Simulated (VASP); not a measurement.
# Ge (P6_3/mmc) in VASP: further runs

Ge is run at these levels: r2SCAN; tasks: single point.

Everything below comes from runs of VASP 6.6.1. Logs are shortened: lines on timing, memory, paths and dates and some standing lists are left out, and cuts for length are marked.

### 1 The cell of the first run

Symmetry: P6_3/mmc, No. 194, hexagonal system. The conventional cell has a = 4.126 Å, b = 4.126 Å, c = 6.812 Å, α = 90.00°, β = 90.00°, γ = 120.00°. Within 3.3 Å of Ge (site symmetry 3m) lie 4 Ge at 2.53 to 2.55 Å.

This isn't the form of Ge at room conditions, which is diamond.

### 2 Single point, r2SCAN (25.10 Å³/atom)

Contents of POSCAR:

```
Ge
1.0
    4.1258259543      0.0000000000      0.0000000000
   -2.0629129772      3.5730700881      0.0000000000
    0.0000000000      0.0000000000      6.8118921223
Ge
4
Direct
    0.6666666667      0.3333333333      0.0627093491
    0.3333333333      0.6666666667      0.5627093491
    0.6666666667      0.3333333333      0.4372906509
    0.3333333333      0.6666666667      0.9372906509
```

Contents of INCAR.step1:

```
ALGO = Normal
EDIFF = 1E-4
ENCUT = 520
GGA = PE
ISMEAR = 0
LASPH = T
LCHARG = F
LREAL = F
LWAVE = T
NBANDS = 36
NELM = 100
PREC = Accurate
SIGMA = 0.01
```

Contents of INCAR.step2:

```
ALGO = Normal
EDIFF = 1E-6
ENCUT = 520
ISIF = 2
ISMEAR = 0
ISTART = 1
LASPH = T
LCHARG = T
LELF = T
LMIXTAU = T
LREAL = F
LVHAR = T
LWAVE = F
METAGGA = R2SCAN
NBANDS = 36
NELM = 100
PREC = Accurate
SIGMA = 0.01
```

Contents of KPOINTS:

```
k-points
0
Gamma
  12 12 6
```

Potentials or basis: VASP PAW PBE potentials, release 64 (Ge_d).

The run is started by

```sh
> cat potpaw_PBE.64/Ge_d/POTCAR > POTCAR
> cp INCAR.step1 INCAR
> mpirun -np 1 vasp_std > vasp.out
> cp INCAR.step2 INCAR
> mpirun -np 1 vasp_std > vasp.out
```

OUTCAR:

```text
EDIFF = 1E-6
   ENCUT = 520
   ISIF = 2
   ISMEAR = 0
   ISTART = 1
   LASPH = T
   LREAL = F
   METAGGA = R2SCAN
   NELM = 100
   PREC = Accurate

 ion  position               nearest neighbor table
   1  0.667  0.333  0.063-   4 2.53   4 2.53   4 2.53   3 2.55
   2  0.333  0.667  0.563-   3 2.53   3 2.53   3 2.53   4 2.55
   3  0.667  0.333  0.437-   2 2.53   2 2.53   2 2.53   1 2.55
   4  0.333  0.667  0.937-   1 2.53   1 2.53   1 2.53   2 2.55

  LATTYP: Found a hexagonal cell.
 ALAT       =     4.1258259543
 C/A-ratio  =     1.6510371978

  Lattice vectors:

 A1 = (   4.1258259543,   0.0000000000,   0.0000000000)
 A2 = (  -2.0629129772,   3.5730700881,   0.0000000000)
 A3 = (   0.0000000000,   0.0000000000,   6.8118921223)

Analysis of symmetry for initial positions (statically):
=====================================================================
 Subroutine PRICEL returns:
 Original cell was already a primitive cell.

 Routine SETGRP: Setting up the symmetry group for a
 hexagonal supercell.

 Subroutine GETGRP returns: Found 24 space group operations
 (whereof 12 operations were pure point group operations)
 out of a pool of 24 trial point group operations.

The static configuration has the point symmetry D_3d.
 The point group associated with its full space group is D_6h.

Analysis of symmetry for dynamics (positions and initial velocities):
=====================================================================
 Subroutine PRICEL returns:
 Original cell was already a primitive cell.

 Routine SETGRP: Setting up the symmetry group for a
 hexagonal supercell.

 Subroutine GETGRP returns: Found 24 space group operations
 (whereof 12 operations were pure point group operations)
 out of a pool of 24 trial point group operations.

The dynamic configuration has the point symmetry D_3d.
 The point group associated with its full space group is D_6h.

 Subroutine INISYM returns: Found 24 space group operations
 (whereof 12 operations are pure point group operations),
 and found     1 'primitive' translations

----------------------------------------------------------------------------------------

                                     Primitive cell

  volume of cell :     100.4200

[... 88 lines left out ...]
   LSORBIT =      F    spin-orbit coupling
   LASPH  =      T    aspherical Exc in radial PAW
   ENCUT  =  520.0 eV  38.22 Ry    6.18 a.u.   7.67  7.67 12.67*2*pi/ulx,y,z
   NELM   =    100;   NELMIN=  2; NELMDL=  0     # of ELM steps
   EDIFF  = 0.1E-05   stopping-criterion for ELM
   LREAL  =      F    real-space projection
   EDIFFG = 0.1E-04   stopping-criterion for IOM
   NSW    =      0    number of steps for IOM
   IBRION =     -1    ionic relax: 0-MD 1-quasi-New 2-CG
   NFREE  =      0    steps in history (QN), initial steepest desc. (CG)
   ISIF   =      2    stress and relaxation
   ISYM   =      2    0-nonsym 1-usesym 2-fastsym
   POTIM  = 0.5000    time-step for ionic-motion
   TEBEG  =    0.0;   TEEND  =   0.0 temperature during run
   PSTRESS=    0.0 pullay stress
   NELECT =      56.0000    total number of electrons
   NUPDOWN=      -1.0000    fix difference up-down
   EMIN   =  10.00;   EMAX   =-10.00  energy-range for DOS
   EFERMI =   0.00;   METHOD = LEGACY
   ISMEAR =     0;   SIGMA  =   0.01  broadening in eV -4-tet -1-fermi 0-gaus
   EFERMI_NEDOS =   21; number of points for ismear=-14 and -15
   IALGO  =     38    algorithm
   IMIX   =      4    mixing-type and parameters
     AMIX     =   0.40;   BMIX     =  1.00
     AMIX_MAG =   1.60;   BMIX_MAG =  1.00
  volume/ion in A,a.u.               =      25.10       169.42
  Fermi-wavevector in a.u.,A,eV,Ry     =   1.347506  2.546417 24.705091  1.815773
  Thomas-Fermi vector in A             =   2.475251
   LORBIT       =      0    0 simple, 1 ext, 2 COOP (PROOUT), +10 PAW based schemes
   METAGGA = R2SCAN    functional components
   LHFCALC =     F    Hartree Fock is set to
   AEXX    =    0.0000 exact exchange contribution
   IVDW    =     0    specifies the selected vdW correction
   LEPSILON=     F    determine dielectric tensor
   LRPA    =     F    only Hartree local field effects (RPA)
 non-spin polarized calculation
 Gauss-broadening in eV      SIGMA  =   0.01
  energy-cutoff  :      520.00
  volume of cell :      100.42
 maximum number of plane-waves:      2743
 NGX is ok and might be reduce to    32
   NGX = 15   NGY = 15   NGZ = 25

 number of electron      56.0000020 magnetization

 Free energy of the ion-electron system (eV)
  ---------------------------------------------------
  ext. energy  EPLUGINS =         0.00000000
  ---------------------------------------------------
  free energy    TOTEN  =       -55.25621269 eV

  energy without entropy =      -55.25621269  energy(sigma->0) =      -55.25621269

 E-fermi :   3.8658     XC(G=0): -10.2840

 val. band max:        3.8323451699   @ k =   0.0833   0.0000   0.0000
 cond. band min:       3.8976365510   @ k =   0.0000   0.0000   0.1667
 fundamental gap:      0.0652913812
 Fermi energy:         3.8657949521

 k-point     1 :       0.0000    0.0000    0.0000
  band No.  band energies     occupation
      1     -21.5628      2.00000
      2     -21.5628      2.00000
      3     -21.5323      2.00000
      4     -21.5323      2.00000
      5     -21.5314      2.00000
      6     -21.5197      2.00000
[... 925 lines left out ...]
     35      10.9848      0.00000
     36      11.4406      0.00000

 [... further k-points ...]

------------------------ aborting loop because EDIFF is reached ----------------------------------------

  FORCE on cell =-STRESS in cart. coord.  units (eV):
  Direction    XX          YY          ZZ          XY          YZ          ZX
  --------------------------------------------------------------------------------------
  -------------------------------------------------------------------------------------
  Total       -3.3458440     -3.3458440     -3.3579970      0.0000000      0.0000000      0.0000000
  in kB      -53.3821505    -53.3821505    -53.5760493      0.0000000      0.0000000      0.0000000
  external PRESSURE =     -53.4467834 kB  Pullay stress =       0.0000000 kB

 VOLUME and BASIS-vectors are now :
 -----------------------------------------------------------------------------
  energy-cutoff  :      520.00
  volume of cell :      100.42
      direct lattice vectors                 reciprocal lattice vectors
     4.125825954  0.000000000  0.000000000     0.242375711  0.139935682  0.000000000
    -2.062912977  3.573070088  0.000000000     0.000000000  0.279871364  0.000000000
     0.000000000  0.000000000  6.811892122     0.000000000  0.000000000  0.146802090

 POSITION                                       TOTAL-FORCE (eV/Angst)
 -----------------------------------------------------------------------------------
      2.06291      1.19102      0.42717         0.000000     -0.000000      0.004713
     -0.00000      2.38205      3.83312         0.000000      0.000000      0.004713
      2.06291      1.19102      2.97878         0.000000     -0.000000     -0.004713
     -0.00000      2.38205      6.38472        -0.000000      0.000000     -0.004713
 -----------------------------------------------------------------------------------
    total drift:                               -0.000000      0.000000     -0.000000

  FREE ENERGIE OF THE ION-ELECTRON SYSTEM (eV)
  ---------------------------------------------------
  free  energy   TOTEN  =       -55.2562126868 eV

  energy  without entropy=      -55.2562126858  energy(sigma->0) =      -55.25621269
```

It took 9 min on 1 thread of Intel Xeon Platinum 8488C (Sapphire Rapids), shared host; peak memory 0.36 GiB.

Results:

- Free energy: -55.2562 eV
- Pressure: -5.3 GPa
- Largest force: 0.005 eV/Å
- Band gap on the k mesh: 0.07 eV (least direct gap 0.08 eV)

Forces in eV/Å, atoms in the order of the input:
```
Ge   0.000  0.000  0.005
Ge   0.000  0.000  0.005
Ge   0.000  0.000 -0.005
Ge   0.000  0.000 -0.005
```

Levels at points of the mesh, in eV from the valence-band top:
```tsv
k point	band 26	band 27	band 28	band 29	band 30	band 31
(0.00, 0.00, 0.00)	-0.47	-0.08	-0.02	0.15	0.15	2.48
(0.50, 0.00, 0.00)	-2.83	-2.49	-1.32	0.88	1.68	3.88
(0.00, 0.00, 0.50)	-0.75	-0.75	-0.75	0.69	0.69	3.56
(0.50, 0.00, 0.50)	-2.35	-2.21	-2.21	0.72	0.72	2.50
```

Caveat: the cell stands under tension; the PAW data sets were made with another functional, which shifts forces and pressure a little. A k mesh can miss the band edges.

### 3 Single point, r2SCAN (equal strain along all axes, cell held: +1.5 %, then relaxed in part)

Contents of POSCAR:

```
Ge
1.0
    4.0555834319      0.0000000000      0.0000000000
   -2.0277917160      3.5122382792      0.0000000000
    0.0000000000      0.0000000000      6.7017516243
Ge
4
Direct
    0.6666666667      0.3333333333      0.0628671389
    0.3333333333      0.6666666667      0.5628671389
    0.6666666667      0.3333333333      0.4371328611
    0.3333333333      0.6666666667      0.9371328611
```

Contents of INCAR.step1:

```
PREC = Accurate
ENCUT = 520
ISMEAR = 0
SIGMA = 0.01
LREAL = False
LASPH = True
NELM = 80
NBANDS = 36
GGA = PE
ALGO = Normal
EDIFF = 1E-4
LWAVE = True
LCHARG = False
```

Contents of INCAR.step2:

```
PREC = Accurate
ENCUT = 520
EDIFF = 1E-7
ISMEAR = 0
SIGMA = 0.01
LREAL = False
LASPH = True
NELM = 80
ALGO = Normal
ISIF = 2
LWAVE = False
LCHARG = False
METAGGA = R2SCAN
LMIXTAU = True
NBANDS = 36
ISTART = 1
```

Contents of KPOINTS:

```
regular mesh
0
Gamma
  12 12 6
```

Potentials or basis: VASP PAW PBE potentials, release 64 (Ge_d).

The run is started by

```sh
> cat potpaw_PBE.64/Ge_d/POTCAR > POTCAR
> cp INCAR.step1 INCAR
> mpirun -np 1 vasp_std > vasp.out
> cp INCAR.step2 INCAR
> mpirun -np 1 vasp_std > vasp.out
```

OUTCAR:

```text
PREC = Accurate
   ENCUT = 520
   EDIFF = 1E-7
   ISMEAR = 0
   LREAL = False
   LASPH = True
   NELM = 80
   ISIF = 2
   METAGGA = R2SCAN
   ISTART = 1

 ion  position               nearest neighbor table
   1  0.667  0.333  0.063-   4 2.49   4 2.49   4 2.49   3 2.51
   2  0.333  0.667  0.563-   3 2.49   3 2.49   3 2.49   4 2.51
   3  0.667  0.333  0.437-   2 2.49   2 2.49   2 2.49   1 2.51
   4  0.333  0.667  0.937-   1 2.49   1 2.49   1 2.49   2 2.51

  LATTYP: Found a hexagonal cell.
 ALAT       =     4.0555834319
 C/A-ratio  =     1.6524753434

  Lattice vectors:

 A1 = (   4.0555834319,   0.0000000000,   0.0000000000)
 A2 = (  -2.0277917160,   3.5122382792,   0.0000000000)
 A3 = (   0.0000000000,   0.0000000000,   6.7017516243)

Analysis of symmetry for initial positions (statically):
=====================================================================
 Subroutine PRICEL returns:
 Original cell was already a primitive cell.

 Routine SETGRP: Setting up the symmetry group for a
 hexagonal supercell.

 Subroutine GETGRP returns: Found 24 space group operations
[... 169 lines left out ...]
  energy without entropy =      -55.38332624  energy(sigma->0) =      -55.38332649

 E-fermi :   4.4393     XC(G=0): -10.5413

 val. band max:        4.4211490563   @ k =   0.0000   0.0000   0.0000
 cond. band min:       4.4591182190   @ k =   0.0000   0.0000   0.0000
 fundamental gap:      0.0379691627
 Fermi energy:         4.4393383599

 k-point     1 :       0.0000    0.0000    0.0000
  band No.  band energies     occupation
      1     -21.1623      2.00000
      2     -21.1623      2.00000
      3     -21.1270      2.00000
      4     -21.1270      2.00000
      5     -21.1261      2.00000
      6     -21.1140      2.00000
[... 925 lines left out ...]
     35      11.6690      0.00000
     36      12.1863      0.00000

 [... further k-points ...]

------------------------ aborting loop because EDIFF is reached ----------------------------------------

  FORCE on cell =-STRESS in cart. coord.  units (eV):
  Direction    XX          YY          ZZ          XY          YZ          ZX
  --------------------------------------------------------------------------------------
  -------------------------------------------------------------------------------------
  Total       -1.6417142     -1.6417142     -1.7045686      0.0000000      0.0000000      0.0000000
  in kB      -27.5538634    -27.5538634    -28.6087863      0.0000000      0.0000000      0.0000000
  external PRESSURE =     -27.9055044 kB  Pullay stress =       0.0000000 kB

 VOLUME and BASIS-vectors are now :
 -----------------------------------------------------------------------------
  energy-cutoff  :      520.00
  volume of cell :       95.46
      direct lattice vectors                 reciprocal lattice vectors
     4.055583432  0.000000000  0.000000000     0.246573648  0.142359362  0.000000000
    -2.027791716  3.512238279  0.000000000     0.000000000  0.284718724  0.000000000
     0.000000000  0.000000000  6.701751624     0.000000000  0.000000000  0.149214721

 POSITION                                       TOTAL-FORCE (eV/Angst)
 -----------------------------------------------------------------------------------
      2.02779      1.17075      0.42132         0.000000      0.000000      0.003793
     -0.00000      2.34149      3.77220        -0.000000     -0.000000      0.003793
      2.02779      1.17075      2.92956        -0.000000      0.000000     -0.003793
     -0.00000      2.34149      6.28043         0.000000     -0.000000     -0.003793
 -----------------------------------------------------------------------------------
    total drift:                               -0.000000      0.000000     -0.000000

  FREE ENERGIE OF THE ION-ELECTRON SYSTEM (eV)
  ---------------------------------------------------
  free  energy   TOTEN  =       -55.3833267330 eV

  energy  without entropy=      -55.3833262378  energy(sigma->0) =      -55.38332649
```

Wall time 25 min (1 thread of Oxide Virtual Turin-like, shared host); peak memory 0.3 GiB.

Results:

```yaml
Free_energy: -55.3833 eV
Pressure: -2.8 GPa
Largest_force: 0.004 eV/Å
Band_gap_on_the_k_mesh: 0.04 eV
```

Forces on the atoms (eV/Å):
```
Ge   0.000  0.000  0.004
Ge   0.000  0.000  0.004
Ge   0.000  0.000 -0.004
Ge   0.000  0.000 -0.004
```

Levels at points of the mesh, in eV from the valence-band top:
```csv
k point,band 26,band 27,band 28,band 29,band 30,band 31
"(0.00, 0.00, 0.00)",-0.23,-0.13,0.00,0.04,0.04,2.36
"(0.50, 0.00, 0.00)",-3.13,-2.80,-1.53,0.72,1.72,3.76
"(0.00, 0.00, 0.50)",-0.93,-0.93,-0.93,0.75,0.75,3.48
"(0.50, 0.00, 0.50)",-2.61,-2.47,-2.47,0.64,0.64,2.35
```

Caveat: the cell differs from its parent crystal (equal strain along all axes, cell held: +1.5 %, then relaxed in part); the PAW data sets were made with another functional, which shifts forces and pressure a little. A k mesh can miss the band edges.

[end of part 1 of 2]
